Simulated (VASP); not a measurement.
Runs of VASP 6.6.1 on ZrH2. The structure is that of space group Fm-3m (No. 225), or close to it. The cells are those of the table. 

```csv
cell,gap on the mesh (eV),pressure (GPa)
"a = 3.373 Å, angles 60.0°, 3 atoms",none,(b)
"a = 3.441 Å, angles 60.0°, 3 atoms",none,-8.1
"a = 3.338 Å, angles 60.0°, 3 atoms",none,4.1
"a = 3.474 Å, angles 60.0°, 3 atoms",none,-11.1
"a = 3.407 Å, angles 60.0°, 3 atoms",none,(a)
```

Alike in all rows: task single point; level PBEsol; potentials or basis VASP PAW PBE potentials, release 64 (Zr_sv, H); no spin polarisation; k mesh 10 × 10 × 10; cutoff (eV) 520; smearing fermi-dirac 0.02 eV.

Problem. Estimate the missing entries.

Solution. (a) -4.6; (b) -0.6.

Caveats: the PAW data sets were made with another functional, which shifts forces and pressure a little.

A k mesh can miss the band edges, and the runs leave out spin-orbit coupling on Zr.

A gap of «none» marks levels without a gap at the run's occupations.
